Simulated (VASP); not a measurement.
# Ir (Fm-3m) in VASP: a series of runs

Runs on Ir. Level: PBEsol. Tasks: single point, relaxation of cell and atoms.

Everything below comes from runs of VASP 6.6.1. Logs are shortened: lines on timing, memory, paths and dates and some standing lists are left out, and cuts for length are marked.

## 1. The cell of the first run

Symmetry: Fm-3m, No. 225, cubic system. Conventional cell: a = 3.832 Å, b = 3.832 Å, c = 3.832 Å, α = 90.00°, β = 90.00°, γ = 90.00°. Ir (site symmetry m-3m) has 12 Ir at 2.71 Å within 3.6 Å.

## 2. Single point, PBEsol

Contents of INCAR:

```
PREC = Accurate
ENCUT = 520
EDIFF = 1E-6
ISMEAR = -1
SIGMA = 0.1
LREAL = F
LASPH = T
NELM = 100
ALGO = Normal
ISIF = 2
LWAVE = F
LCHARG = T
GGA = PS
LELF = T
LVHAR = T
NBANDS = 10
```

Contents of KPOINTS:

```
regular mesh
0
Gamma
  19 19 19
```

Contents of POSCAR:

```
Ir
1.0
    0.0000000000      1.9158328124      1.9158328124
    1.9158328124      0.0000000000      1.9158328124
    1.9158328124      1.9158328124      0.0000000000
Ir
1
Direct
    0.0000000000      0.0000000000      0.0000000000
```

Potentials or basis: VASP PAW PBE potentials, release 64 (Ir).

On the command line:

```sh
> cat potpaw_PBE.64/Ir/POTCAR > POTCAR
> mpirun -np 1 vasp_std > vasp.out
```

OUTCAR:

```text
PREC = Accurate
   ENCUT = 520
   EDIFF = 1E-6
   ISMEAR = -1
   LREAL = F
   LASPH = T
   NELM = 100
   ISIF = 2
   GGA = PS

 ion  position               nearest neighbor table
   1  0.000  0.000  0.000-

  LATTYP: Found a face centered cubic cell.
 ALAT       =     3.8316656248

  Lattice vectors:

 A1 = (   0.0000000000,   1.9158328124,   1.9158328124)
 A2 = (   1.9158328124,   0.0000000000,   1.9158328124)
 A3 = (   1.9158328124,   1.9158328124,   0.0000000000)

Analysis of symmetry for initial positions (statically):
=====================================================================
 Subroutine PRICEL returns:
 Original cell was already a primitive cell.

 Routine SETGRP: Setting up the symmetry group for a
 face centered cubic supercell.

 Subroutine GETGRP returns: Found 48 space group operations
[... 9 lines left out ...]

 Routine SETGRP: Setting up the symmetry group for a
 face centered cubic supercell.

 Subroutine GETGRP returns: Found 48 space group operations
[... 11 lines left out ...]
                                     Primitive cell

  volume of cell :      14.0638

  direct lattice vectors                    reciprocal lattice vectors
     0.000000000  1.915832812  1.915832812    -0.260983107  0.260983107  0.260983107
     1.915832812  0.000000000  1.915832812     0.260983107 -0.260983107  0.260983107
     1.915832812  1.915832812  0.000000000     0.260983107  0.260983107 -0.260983107

  length of vectors
     2.709396747  2.709396747  2.709396747     0.452036001  0.452036001  0.452036001

  position of ions in fractional coordinates (direct lattice)
     0.000000000  0.000000000  0.000000000

  ion indices of the primitive-cell ions
   primitive index   ion index
                 1           1

----------------------------------------------------------------------------------------

 KPOINTS: regular mesh

Automatic generation of k-mesh.
 Grid dimensions read from file:
 generate k-points for:   19   19   19

 Generating k-lattice:

  Cartesian coordinates                     Fractional coordinates (reciprocal lattice)
    -0.013735953  0.013735953  0.013735953     0.052631579  0.000000000  0.000000000
     0.013735953 -0.013735953  0.013735953     0.000000000  0.052631579  0.000000000
     0.013735953  0.013735953 -0.013735953     0.000000000  0.000000000  0.052631579

  Length of vectors
     0.023791368  0.023791368  0.023791368

  Shift w.r.t. Gamma in fractional coordinates (k-lattice)
     0.000000000  0.000000000  0.000000000

 Subroutine IBZKPT returns following result:
 ===========================================

 Found    220 irreducible k-points:

 Following reciprocal coordinates:
            Coordinates               Weight
  0.000000  0.000000  0.000000      1.000000
  0.052632  0.000000  0.000000      8.000000
  0.105263  0.000000  0.000000      8.000000
  0.157895  0.000000  0.000000      8.000000
  0.210526  0.000000  0.000000      8.000000
  0.263158  0.000000  0.000000      8.000000
[... 16 lines left out ...]
 -0.315789  0.052632  0.000000     24.000000
 -0.263158  0.052632  0.000000     24.000000
 [... further k-points ...]
   k-points           NKPTS =    220   k-points in BZ     NKDIM =    220   number of bands    NBANDS=     10
   number of dos      NEDOS =    301   number of ions     NIONS =      1
   total plane-waves  NPLWV =   8000
   dimension x,y,z NGX =    20 NGY =   20 NGZ =   20
   dimension x,y,z NGXF=    40 NGYF=   40 NGZF=   40
   ions per type =               1
   NGX,Y,Z   is equivalent  to a cutoff of  12.27, 12.27, 12.27 a.u.
   NGXF,Y,Z  is equivalent  to a cutoff of  24.54, 24.54, 24.54 a.u.
 SYSTEM =  unknown system
   PREC   = accura    normal or accurate (medium, high low for compatibility)
   ISTART =      0    job   : 0-new  1-cont  2-samecut
   ICHARG =      2    charge: 1-file 2-atom 10-const
   ISPIN  =      1    spin polarized calculation?
   LNONCOLLINEAR =      F non collinear calculations
   LSORBIT =      F    spin-orbit coupling
   LASPH  =      T    aspherical Exc in radial PAW
   ENCUT  =  520.0 eV  38.22 Ry    6.18 a.u.   5.04  5.04  5.04*2*pi/ulx,y,z
   NELM   =    100;   NELMIN=  2; NELMDL= -5     # of ELM steps
   EDIFF  = 0.1E-05   stopping-criterion for ELM
   LREAL  =      F    real-space projection
   EDIFFG = 0.1E-04   stopping-criterion for IOM
   NSW    =      0    number of steps for IOM
   IBRION =     -1    ionic relax: 0-MD 1-quasi-New 2-CG
   NFREE  =      0    steps in history (QN), initial steepest desc. (CG)
   ISIF   =      2    stress and relaxation
   ISYM   =      2    0-nonsym 1-usesym 2-fastsym
   POTIM  = 0.5000    time-step for ionic-motion
   TEBEG  =    0.0;   TEEND  =   0.0 temperature during run
   PSTRESS=    0.0 pullay stress
   NELECT =       9.0000    total number of electrons
   NUPDOWN=      -1.0000    fix difference up-down
   EMIN   =  10.00;   EMAX   =-10.00  energy-range for DOS
   EFERMI =   0.00;   METHOD = LEGACY
   ISMEAR =    -1;   SIGMA  =   0.10  broadening in eV -4-tet -1-fermi 0-gaus
   EFERMI_NEDOS =   21; number of points for ismear=-14 and -15
   IALGO  =     38    algorithm
   IMIX   =      4    mixing-type and parameters
     AMIX     =   0.40;   BMIX     =  1.00
     AMIX_MAG =   1.60;   BMIX_MAG =  1.00
  volume/ion in A,a.u.               =      14.06        94.91
  Fermi-wavevector in a.u.,A,eV,Ry     =   1.410765  2.665960 27.079109  1.990258
  Thomas-Fermi vector in A             =   2.532685
   LORBIT       =      0    0 simple, 1 ext, 2 COOP (PROOUT), +10 PAW based schemes
   GGA     = PS    functional components
   LHFCALC =     F    Hartree Fock is set to
   AEXX    =    0.0000 exact exchange contribution
   IVDW    =     0    specifies the selected vdW correction
   LEPSILON=     F    determine dielectric tensor
   LRPA    =     F    only Hartree local field effects (RPA)
 non-spin polarized calculation
  energy-cutoff  :      520.00
  volume of cell :       14.06
 maximum number of plane-waves:       388
   NGX =  9   NGY =  9   NGZ =  9

 number of electron       9.0000000 magnetization

 Free energy of the ion-electron system (eV)
  ---------------------------------------------------
  ext. energy  EPLUGINS =         0.00000000
  ---------------------------------------------------
  free energy    TOTEN  =        -9.83086300 eV

  energy without entropy =       -9.79628552  energy(sigma->0) =       -9.81357426

 E-fermi :  10.3308     XC(G=0): -14.1360

 val. band max:       10.3291041891   @ k =  -0.1579   0.1579   0.0526
 cond. band min:      10.3346744257   @ k =   0.4737   0.3684   0.0000
 fundamental gap:      0.0055702366
 Fermi energy:        10.3308067250

 k-point     1 :       0.0000    0.0000    0.0000
  band No.  band energies     occupation
      1      -0.9058      2.00000
      2       6.4124      2.00000
      3       6.4124      2.00000
      4       6.4124      2.00000
      5       9.1538      1.99998
      6       9.1538      1.99998
      7      24.6560      0.00000
      8      30.2647      0.00000
      9      30.2647      0.00000
     10      30.2647      0.00000

 k-point     2 :       0.0526    0.0000    0.0000
  band No.  band energies     occupation
      1      -0.7813      2.00000
      2       6.3446      2.00000
      3       6.4671      2.00000
      4       6.4671      2.00000
      5       9.1177      1.99999
      6       9.1177      1.99999
      7      24.8731      0.00000
      8      29.5786      0.00000
      9      30.4703      0.00000
     10      30.4703      0.00000

 k-point     3 :       0.1053    0.0000    0.0000
  band No.  band energies     occupation
      1      -0.4193      2.00000
      2       6.1678      2.00000
      3       6.6128      2.00000
      4       6.6128      2.00000
      5       9.0354      2.00000
      6       9.0354      2.00000
      7      25.4757      0.00000
      8      28.2091      0.00000
      9      31.0698      0.00000
     10      31.0698      0.00000

 k-point     4 :       0.1579    0.0000    0.0000
  band No.  band energies     occupation
      1       0.1416      2.00000
      2       5.9563      2.00000
      3       6.7870      2.00000
      4       6.7870      2.00000
      5       8.9878      2.00000
      6       8.9879      2.00000
      7      26.2314      0.00000
      8      26.8119      0.00000
      9      32.0127      0.00000
     10      32.0127      0.00000

 k-point     5 :       0.2105    0.0000    0.0000
  band No.  band energies     occupation
      1       0.8195      2.00000
      2       5.8291      2.00000
      3       6.8851      2.00000
      4       6.8851      2.00000
      5       9.0973      1.99999
      6       9.0973      1.99999
      7      25.2110      0.00000
      8      27.0846      0.00000
      9      33.2043      0.00000
     10      33.2043      0.00000

 k-point     6 :       0.2632    0.0000    0.0000
  band No.  band energies     occupation
      1       1.4684      2.00000
      2       5.9539      2.00000
      3       6.8402      2.00000
      4       6.8402      2.00000
      5       9.4356      1.99974
      6       9.4356      1.99974
      7      23.7532      0.00000
      8      27.0453      0.00000
      9      34.2999      0.00000
     10      34.3072      0.00000
[... 183 lines left out ...]
 k-point    21 :      -0.4211    0.0526    0.0000
  band No.  band energies     occupation
      1       2.2564      2.00000
      2       6.2805      2.00000
      3       6.4369      2.00000
      4       8.5371      2.00000
      5      10.8980      0.00686
      6      11.6600      0.00000
      7      18.4079      0.00000
      8      24.6115      0.00000
      9      29.9541      0.00000
     10      30.8643      0.00000

 k-point    22 :      -0.3684    0.0526    0.0000
  band No.  band energies     occupation
      1       2.2409      2.00000
      2       6.4130      2.00000
      3       6.5449      2.00000
      4       7.5805      2.00000
      5      10.3824      0.74777
      6      11.2069      0.00031
      7      19.9508      0.00000
      8      25.1459      0.00000
      9      30.5904      0.00000
     10      32.1167      0.00000

 k-point    23 :      -0.3158    0.0526    0.0000
  band No.  band energies     occupation
      1       2.1142      2.00000
      2       6.5336      2.00000
      3       6.6634      2.00000
      4       6.7054      2.00000
      5       9.7779      1.99209
      6      10.6455      0.08245
      7      21.6965      0.00000
      8      25.9969      0.00000
      9      31.5707      0.00000
     10      33.8071      0.00000

 k-point    24 :      -0.2632    0.0526    0.0000
  band No.  band energies     occupation
      1       1.7555      2.00000
      2       5.9458      2.00000
      3       6.7801      2.00000
      4       6.8755      2.00000
      5       9.2056      1.99997
      6      10.0737      1.85793
      7      23.3476      0.00000
      8      26.9463      0.00000
      9      32.5261      0.00000
     10      33.8733      0.00000

 [... further k-points ...]
[... 5 lines left out ...]
  --------------------------------------------------------------------------------------
  -------------------------------------------------------------------------------------
  Total        0.0867474      0.0867474      0.0867474      0.0000000      0.0000000      0.0000000
  in kB        9.8824465      9.8824465      9.8824465      0.0000000      0.0000000      0.0000000
  external PRESSURE =       9.8824465 kB  Pullay stress =       0.0000000 kB

 VOLUME and BASIS-vectors are now :
 -----------------------------------------------------------------------------
  energy-cutoff  :      520.00
  volume of cell :       14.06
      direct lattice vectors                 reciprocal lattice vectors
     0.000000000  1.915832812  1.915832812    -0.260983107  0.260983107  0.260983107
     1.915832812  0.000000000  1.915832812     0.260983107 -0.260983107  0.260983107
     1.915832812  1.915832812  0.000000000     0.260983107  0.260983107 -0.260983107

 POSITION                                       TOTAL-FORCE (eV/Angst)
 -----------------------------------------------------------------------------------
      0.00000      0.00000      0.00000         0.000000      0.000000      0.000000
 -----------------------------------------------------------------------------------
    total drift:                                0.000000     -0.000000     -0.000000

  FREE ENERGIE OF THE ION-ELECTRON SYSTEM (eV)
  ---------------------------------------------------
  free  energy   TOTEN  =        -9.8308630027 eV

  energy  without entropy=       -9.7962855204  energy(sigma->0) =       -9.81357426
```

Run time: 10 s. Hardware: 1 thread of Intel Xeon 6975P-C (Granite Rapids), shared host; peak memory 0.15 GiB.

What came out:

* Free energy: -9.8309 eV
* Pressure: 1.0 GPa

Levels at points of the mesh, in eV from the Fermi level:
```tsv
k point	band 2	band 3	band 4	band 5	band 6	band 7
(0.00, 0.00, 0.00)	-3.92	-3.92	-3.92	-1.18	-1.18	14.33
```

Caveat: the PAW data sets were made with another functional, which shifts forces and pressure a little; spin-orbit coupling is left out, which moves the levels of the heavy elements.

## 3. Single point, PBEsol

Contents of INCAR:

```
SYSTEM = Ir
  ALGO = Normal
  EDIFF = 1E-7
  ENCUT = 520
  GGA = PS
  ISIF = 2
  ISMEAR = -1
  LASPH = .TRUE.
  LCHARG = .TRUE.
  LELF = .TRUE.
  LREAL = .FALSE.
  LVHAR = .TRUE.
  LWAVE = .FALSE.
  NBANDS = 10
  NELM = 100
  PREC = Accurate
  SIGMA = 0.1
```

Contents of KPOINTS:

```
k-points
0
G
  19 19 19
  0 0 0
```

POSCAR is that of step 2.

Potentials or basis: VASP PAW PBE potentials, release 64 (Ir).

On the command line:

```sh
> cat potpaw_PBE.64/Ir/POTCAR > POTCAR
> mpirun -np 1 vasp_std > vasp.out
```

Run time: 9.9 s. Hardware: 1 thread of Intel Xeon 6975P-C (Granite Rapids), shared host; peak memory 0.15 GiB.

It converged, with:

```yaml
Free_energy: -9.8309 eV
Pressure: 1.0 GPa
```

Levels at points of the mesh, in eV from the Fermi level:
```
           k point  band 1  band 2  band 3  band 4  band 5  band 6  band 7  band 8
(0.00, 0.00, 0.00)  -11.24   -3.92   -3.92   -3.92   -1.18   -1.18   14.33   19.93
```

Caveat: the PAW data sets were made with another functional, which shifts forces and pressure a little; spin-orbit coupling is left out, which moves the levels of the heavy elements.

## 4. Relaxation of cell and atoms, PBEsol

Contents of INCAR:

```
SYSTEM = Ir
ALGO = Normal
EDIFF = 1E-7
EDIFFG = -0.005
ENCUT = 600
GGA = PS
IBRION = 2
ISIF = 3
ISMEAR = -1
LASPH = .TRUE.
LCHARG = .FALSE.
LREAL = .FALSE.
LWAVE = .FALSE.
NELM = 100
NSW = 60
PREC = Accurate
SIGMA = 0.1
```

KPOINTS is that of step 3.

Contents of POSCAR:

```
Ir
1.0
    0.0000000000      1.9155237883      1.9155237883
    1.9155237883      0.0000000000      1.9155237883
    1.9155237883      1.9155237883      0.0000000000
Ir
1
Direct
    0.0000000000      0.0000000000      0.0000000000
```

On the command line:

```sh
> cat potpaw_PBE.64/Ir/POTCAR > POTCAR
> mpirun -np 1 vasp_std > vasp.out
```

Run time: 21 s. Hardware: 1 thread of Intel Xeon 6975P-C (Granite Rapids), shared host; peak memory 0.17 GiB.

The run converged. Its results:

- Free energy: -9.8310 eV
- Relaxed volume: 14.10 Å³/atom
- Relaxed cell: a = 2.712 Å, b = 2.712 Å, c = 2.712 Å, α = 60.00°, β = 60.00°, γ = 60.00°
- Space group after relaxing (to 0.05 Å): Fm-3m (No. 225)
- Energy gained by relaxing: 0.2 meV/atom
- Ionic steps: 3
- Pressure after relaxing: 0.0 GPa

The path:
| step | energy change (eV) | largest force (eV/Å) | pressure (GPa) | volume (Å³) |
| --- | --- | --- | --- | --- |
| 1 | 0.0000 | 0.0000 | 1.26 | 14.06 |
| 2 | 0.0026 | 0.0000 | -4.76 | 14.28 |
| 3 | -0.0002 | 0.0000 | 0.00 | 14.10 |

Final structure:
```
Ir
1.0
     0.00000    1.91758    1.91758
     1.91758    0.00000    1.91758
     1.91758    1.91758    0.00000
Ir
1
Direct
  0.00000 0.00000 0.00000
```

Levels at points of the mesh, in eV from the Fermi level:
| k point | band 1 | band 2 | band 3 | band 4 | band 5 | band 6 | band 7 | band 8 |
| --- | --- | --- | --- | --- | --- | --- | --- | --- |
| (0.00, 0.00, 0.00) | -11.21 | -3.90 | -3.90 | -3.90 | -1.17 | -1.17 | 14.33 | 19.92 |

Caveat: the PAW data sets were made with another functional, which shifts forces and pressure a little; spin-orbit coupling is left out, which moves the levels of the heavy elements.

(Part 1 of 2 ends here.)
